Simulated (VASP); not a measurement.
A run of VASP 6.6.1:

File INCAR:

```
PREC = Accurate
ENCUT = 560
EDIFF = 1E-6
ISMEAR = 0
SIGMA = 0.1
LREAL = F
LASPH = T
NELM = 120
ALGO = Normal
ISIF = 2
LWAVE = F
LCHARG = F
GGA = PS
NBANDS = 40
GGA_COMPAT = F
```

The input KPOINTS:

```
Automatic mesh
0
Gamma
  6 6 4
```

The input POSCAR:

```
Os
1.0
    2.0622585485     -3.4951457981      0.0000000000
    2.0622585485      3.4951457981      0.0000000000
    0.0000000000      0.0000000000      4.1300034079
Os
4
Direct
    0.1525000000      0.8475000000      0.0785000000
    0.6525000000      0.3475000000      0.4215000000
    0.8475000000      0.1525000000      0.9215000000
    0.3475000000      0.6525000000      0.5785000000
```

Potentials or basis: VASP PAW PBE potentials, release 64 (Os_sv_GW).

The run is started by

```bash
$ cat potpaw_PBE.64/Os_sv_GW/POTCAR > POTCAR
$ mpirun -np 1 vasp_std > vasp.out
```

Hardware: 1 thread of Intel(R) Xeon(R) Platinum 8375C CPU @ 2.90GHz (Ice Lake), with other jobs on the host.

How long does it take, and how much memory?

Run time: 45 s on 1 thread of Intel(R) Xeon(R) Platinum 8375C CPU @ 2.90GHz (Ice Lake) (shared host), peak memory 0.22 GiB. Counts: scf iterations 11, k points 39.
